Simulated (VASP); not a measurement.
# MgB2 (P6/mmm) in VASP: a series of runs, part 2 of 2

VASP 6.6.1. Earlier steps stand in the parts before.

## 4. Relaxation of shape and atoms at fixed volume, PBE (volume scaled by 1.020)

Contents of INCAR:

```
SYSTEM = MgB2
ALGO = Normal ; EDIFF = 1E-7
EDIFFG = -0.01 ; ENCUT = 600
GGA = PE ; IBRION = 2
ISIF = 4 ; ISMEAR = 0
LASPH = .TRUE. ; LCHARG = .FALSE.
LREAL = .FALSE. ; LWAVE = .FALSE.
NELM = 100 ; NSW = 60
PREC = Accurate ; SIGMA = 0.05
```

Contents of KPOINTS:

```
k-points
0
G
  12 12 10
  0 0 0
```

Contents of POSCAR:

```
MgB2
1.0
    3.0985882428      0.0000000000      0.0000000000
   -1.5492941214      2.6834561341      0.0000000000
    0.0000000000      0.0000000000      3.5368866442
Mg B
1 2
Direct
    0.0000000000      0.0000000000      0.0000000000
    0.3333333333      0.6666666667      0.5000000000
    0.6666666667      0.3333333333      0.5000000000
```

Potentials or basis: VASP PAW PBE potentials, release 64 (Mg, B).

On the command line:

```
$ cat potpaw_PBE.64/Mg/POTCAR potpaw_PBE.64/B/POTCAR > POTCAR
$ mpirun -np 1 vasp_std > vasp.out
```

OUTCAR:

```text
SYSTEM = MgB2
   EDIFF = 1E-7
   EDIFFG = -0.01
   ENCUT = 600
   GGA = PE
   IBRION = 2
   ISIF = 4
   ISMEAR = 0
   LASPH = .TRUE.
   LREAL = .FALSE.
   NELM = 100
   NSW = 60
   PREC = Accurate

 ion  position               nearest neighbor table
   1  0.000  0.000  0.000-   2 2.52   3 2.52   2 2.52   3 2.52   2 2.52   2 2.52   3 2.52   3 2.52
                             3 2.52   3 2.52   2 2.52   2 2.52
   2  0.333  0.667  0.500-   3 1.79   3 1.79   3 1.79   1 2.52   1 2.52   1 2.52   1 2.52   1 2.52
                             1 2.52
   3  0.667  0.333  0.500-   2 1.79   2 1.79   2 1.79   1 2.52   1 2.52   1 2.52   1 2.52   1 2.52
                             1 2.52

  LATTYP: Found a hexagonal cell.
 ALAT       =     3.0985882428
 C/A-ratio  =     1.1414509987

  Lattice vectors:

 A1 = (   3.0985882428,   0.0000000000,   0.0000000000)
 A2 = (  -1.5492941214,   2.6834561341,   0.0000000000)
 A3 = (   0.0000000000,   0.0000000000,   3.5368866442)

Analysis of symmetry for initial positions (statically):
=====================================================================
 Subroutine PRICEL returns:
 Original cell was already a primitive cell.

 Routine SETGRP: Setting up the symmetry group for a
 hexagonal supercell.

 Subroutine GETGRP returns: Found 24 space group operations
 (whereof 24 operations were pure point group operations)
 out of a pool of 24 trial point group operations.

The static configuration has the point symmetry D_6h.

Analysis of symmetry for dynamics (positions and initial velocities):
=====================================================================
 Subroutine PRICEL returns:
 Original cell was already a primitive cell.

 Routine SETGRP: Setting up the symmetry group for a
 hexagonal supercell.

 Subroutine GETGRP returns: Found 24 space group operations
 (whereof 24 operations were pure point group operations)
 out of a pool of 24 trial point group operations.

The dynamic configuration has the point symmetry D_6h.

 Subroutine INISYM returns: Found 24 space group operations
 (whereof 24 operations are pure point group operations),
 and found     1 'primitive' translations

----------------------------------------------------------------------------------------

                                     Primitive cell

  volume of cell :      29.4089

  direct lattice vectors                    reciprocal lattice vectors
     3.098588243  0.000000000  0.000000000     0.322727617  0.186326877  0.000000000
    -1.549294121  2.683456134  0.000000000     0.000000000  0.372653753  0.000000000
     0.000000000  0.000000000  3.536886644     0.000000000  0.000000000  0.282734535

  length of vectors
     3.098588243  3.098588243  3.536886644     0.372653753  0.372653753  0.282734535

  position of ions in fractional coordinates (direct lattice)
     0.000000000  0.000000000  0.000000000
[... 120 lines left out ...]
--------------------------------------- Ionic step        1  -------------------------------------------

 number of electron       8.0000000 magnetization

 Free energy of the ion-electron system (eV)
  ---------------------------------------------------
  ext. energy  EPLUGINS =         0.00000000
  ---------------------------------------------------
  free energy    TOTEN  =       -15.31724117 eV

  energy without entropy =      -15.31677283  energy(sigma->0) =      -15.31700700

------------------------ aborting loop because EDIFF is reached ----------------------------------------

  FORCE on cell =-STRESS in cart. coord.  units (eV):
  Direction    XX          YY          ZZ          XY          YZ          ZX
  --------------------------------------------------------------------------------------
  -------------------------------------------------------------------------------------
  Total       -0.6597255     -0.6597255     -0.4447093      0.0000000      0.0000000      0.0000000
  in kB      -35.9413441    -35.9413441    -24.2274269      0.0000000      0.0000000      0.0000000
  external PRESSURE =     -32.0367050 kB  Pullay stress =       0.0000000 kB

 VOLUME and BASIS-vectors are now :
 -----------------------------------------------------------------------------
  energy-cutoff  :      600.00
  volume of cell :       29.41
      direct lattice vectors                 reciprocal lattice vectors
     3.098588243  0.000000000  0.000000000     0.322727617  0.186326877  0.000000000
    -1.549294121  2.683456134  0.000000000     0.000000000  0.372653753  0.000000000
     0.000000000  0.000000000  3.536886644     0.000000000  0.000000000  0.282734535

 POSITION                                       TOTAL-FORCE (eV/Angst)
 -----------------------------------------------------------------------------------
      0.00000      0.00000      0.00000        -0.000000      0.000000      0.000000
     -0.00000      1.78897      1.76844         0.000000     -0.000000     -0.000000
      1.54929      0.89449      1.76844        -0.000000      0.000000      0.000000
 -----------------------------------------------------------------------------------
    total drift:                                0.000000      0.000000     -0.000000

  FREE ENERGIE OF THE ION-ELECTRON SYSTEM (eV)
  ---------------------------------------------------
  free  energy   TOTEN  =       -15.3172411655 eV

  energy  without entropy=      -15.3167728326  energy(sigma->0) =      -15.31700700

--------------------------------------- Ionic step        2  -------------------------------------------

 number of electron       8.0000000 magnetization

 Free energy of the ion-electron system (eV)
  ---------------------------------------------------
  ext. energy  EPLUGINS =         0.00000000
  ---------------------------------------------------
  free energy    TOTEN  =       -15.31747645 eV

  energy without entropy =      -15.31703835  energy(sigma->0) =      -15.31725740

 E-fermi :   5.1208     XC(G=0): -10.8623

 val. band max:        5.1149553270   @ k =   0.2500   0.2500   0.5000
 cond. band min:       5.1793066965   @ k =   0.0833   0.0000   0.3000
 fundamental gap:      0.0643513696
 Fermi energy:         5.1208297158

 k-point     1 :       0.0000    0.0000    0.0000
  band No.  band energies     occupation
      1      -7.1742      2.00000
      2       2.2299      2.00000
      3       5.5241      0.00000
      4       5.5241      0.00000
      5       6.7487      0.00000
      6      11.4371      0.00000
      7      11.4371      0.00000
      8      13.1500      0.00000
[... 243 lines left out ...]
 k-point    24 :       0.3333    0.0000    0.1000
  band No.  band energies     occupation
      1      -5.2117      2.00000
      2       0.1607      2.00000
      3       3.4172      2.00000
      4       3.4818      2.00000
      5       8.8969      0.00000
      6       9.7660      0.00000
      7      10.4155      0.00000
      8      14.3514      0.00000

 [... further k-points ...]

------------------------ aborting loop because EDIFF is reached ----------------------------------------

  FORCE on cell =-STRESS in cart. coord.  units (eV):
  Direction    XX          YY          ZZ          XY          YZ          ZX
  --------------------------------------------------------------------------------------
  -------------------------------------------------------------------------------------
  Total       -0.5554675     -0.5554675     -0.5672417      0.0000000     -0.0000000      0.0000000
  in kB      -30.2614471    -30.2614471    -30.9028976      0.0000000     -0.0000000      0.0000000
  external PRESSURE =     -30.4752639 kB  Pullay stress =       0.0000000 kB

 VOLUME and BASIS-vectors are now :
 -----------------------------------------------------------------------------
  energy-cutoff  :      600.00
  volume of cell :       29.41
      direct lattice vectors                 reciprocal lattice vectors
     3.095021073  0.000000000  0.000000000     0.323099577  0.186541628 -0.000000000
    -1.547510537  2.680366875 -0.000000000     0.000000000  0.373083256 -0.000000000
    -0.000000000  0.000000000  3.545044227    -0.000000000  0.000000000  0.282083928

 POSITION                                       TOTAL-FORCE (eV/Angst)
 -----------------------------------------------------------------------------------
     -0.00000      0.00000      0.00000        -0.000000      0.000000     -0.000000
     -0.00000      1.78691      1.77252         0.000000      0.000000     -0.000000
      1.54751      0.89346      1.77252        -0.000000     -0.000000      0.000000
 -----------------------------------------------------------------------------------
    total drift:                                0.000000      0.000000     -0.000000

  FREE ENERGIE OF THE ION-ELECTRON SYSTEM (eV)
  ---------------------------------------------------
  free  energy   TOTEN  =       -15.3174764516 eV

  energy  without entropy=      -15.3170383498  energy(sigma->0) =      -15.31725740

 reached required accuracy - stopping structural energy minimisation
```

Run time: 62 s. Hardware: 1 thread of Intel Xeon 8259CL, shared host; peak memory 0.18 GiB.

What came out:

| Quantity | Value |
| --- | --- |
| Free energy | -15.3175 eV |
| Energy gained by relaxing | 0.1 meV/atom |
| Ionic steps | 2 |
| Pressure after relaxing | -3.0 GPa |
| Band gap on the k mesh | zero (band 4 reaches 6.94 eV, above the bottom of band 5 at 3.20 eV) |

Step by step:
```tsv
step	energy change (eV)	largest force (eV/Å)	pressure (GPa)	volume (Å³)
1	0.0000	0.0000	-3.20	29.41
2	-0.0002	0.0000	-3.05	29.41
```

Final structure:
```xyz
3
Lattice="3.0950 0.0000 0.0000 -1.5475 2.6804 0.0000 0.0000 0.0000 3.5450" Properties=species:S:1:pos:R:3 pbc="T T T"
Mg    0.0000    0.0000    0.0000
B     0.0000    1.7869    1.7725
B     1.5475    0.8935    1.7725
```

Caveat: the cell differs from its parent crystal (volume scaled by 1.020).

## 5. Relaxation of shape and atoms at fixed volume, PBE (volume scaled by 1.040)

Contents of INCAR:

```
PREC     = Accurate       # precision mode
ENCUT    = 600            # plane-wave cutoff, eV
EDIFF    = 1E-7           # SCF threshold, eV
ISMEAR   = 0              # smearing method
SIGMA    = 0.05           # smearing width, eV
LREAL    = False          # projectors in reciprocal space
LASPH    = True           # aspherical terms in the spheres
NELM     = 80             # most SCF steps
ALGO     = Normal         # electronic algorithm
ISIF     = 4              # what is computed and relaxed
LWAVE    = False          # write WAVECAR
LCHARG   = False          # write CHGCAR
GGA      = PE             # functional
IBRION   = 2              # ionic algorithm
NSW      = 60             # ionic steps
EDIFFG   = -0.01          # ionic threshold
```

Contents of KPOINTS:

```
Automatic mesh
0
Gamma
  12 12 10
```

Contents of POSCAR:

```
MgB2
1.0
    3.1147387652      0.0000000000      0.0000000000
   -1.5573693826      2.6974428968      0.0000000000
    0.0000000000      0.0000000000      3.5689362456
Mg B
1 2
Direct
    0.0000000000      0.0000000000      0.0000000000
    0.3333333333      0.6666666667      0.5000000000
    0.6666666667      0.3333333333      0.5000000000
```

On the command line:

```
$ cat potpaw_PBE.64/Mg/POTCAR potpaw_PBE.64/B/POTCAR > POTCAR
$ mpirun -np 1 vasp_std > vasp.out
```

It took 79 s on 1 thread of Intel Xeon 8259CL, shared host; peak memory 0.19 GiB.

The run converged. Its results:

```yaml
Free_energy: -15.3021 eV
Energy_gained_by_relaxing: 0.1 meV/atom
Ionic_steps: 2
Pressure_after_relaxing: -5.6 GPa
Band_gap_on_the_k_mesh: zero (band 4 reaches 6.77 eV, above the bottom of band 5 at 3.10 eV)
```

The path:
| step | energy change (eV) | largest force (eV/Å) | pressure (GPa) | volume (Å³) |
| --- | --- | --- | --- | --- |
| 1 | 0.0000 | 0.0000 | -5.70 | 29.99 |
| 2 | -0.0002 | 0.0000 | -5.56 | 29.99 |

Final structure:
```
CELL_PARAMETERS angstrom
3.11142 0.00000 0.00000
-1.55571 2.69457 0.00000
0.00000 0.00000 3.57654
ATOMIC_POSITIONS crystal
Mg 0.00000 0.00000 0.00000
B 0.33333 0.66667 0.50000
B 0.66667 0.33333 0.50000
```

Levels at points of the mesh, in eV from the Fermi level:
| k point | band 1 | band 2 | band 3 | band 4 | band 5 | band 6 | band 7 | band 8 |
| --- | --- | --- | --- | --- | --- | --- | --- | --- |
| (0.00, 0.00, 0.00) | -12.19 | -2.89 | 0.40 | 0.40 | 1.51 | 6.26 | 6.26 | 7.87 |
| (0.50, 0.00, 0.00) | -8.39 | -7.65 | -2.08 | 0.23 | 3.01 | 3.88 | 5.13 | 6.78 |
| (0.00, 0.00, 0.50) | -10.99 | -7.24 | 0.75 | 0.75 | 6.60 | 6.60 | 7.86 | 9.48 |
| (0.50, 0.00, 0.50) | -7.47 | -6.78 | -3.43 | -1.80 | -1.22 | 5.56 | 8.54 | 8.78 |

Caveat: the cell differs from its parent crystal (volume scaled by 1.040).

## 6. Summary

```tsv
cell	gap on the mesh (eV)	pressure (GPa)
relaxed from a = 3.040, b = 3.040, c = 3.458 Å, angles 90.0, 90.0, 120.0°, 3 atoms	none	6.0
relaxed from a = 3.058, b = 3.058, c = 3.490 Å, angles 90.0, 90.0, 120.0°, 3 atoms	none	2.7
relaxed from a = 3.099, b = 3.099, c = 3.537 Å, angles 90.0, 90.0, 120.0°, 3 atoms	none	-3.0
relaxed from a = 3.115, b = 3.115, c = 3.569 Å, angles 90.0, 90.0, 120.0°, 3 atoms	none	-5.6
```

Alike in all rows: task relaxation of shape and atoms at fixed volume; level PBE; potentials or basis VASP PAW PBE potentials, release 64 (Mg, B); no spin polarisation; k mesh 12 × 12 × 10; cutoff (eV) 600; smearing gaussian 0.05 eV.

Total energies depend on the potentials used, so only differences within one code and one set of settings carry meaning.
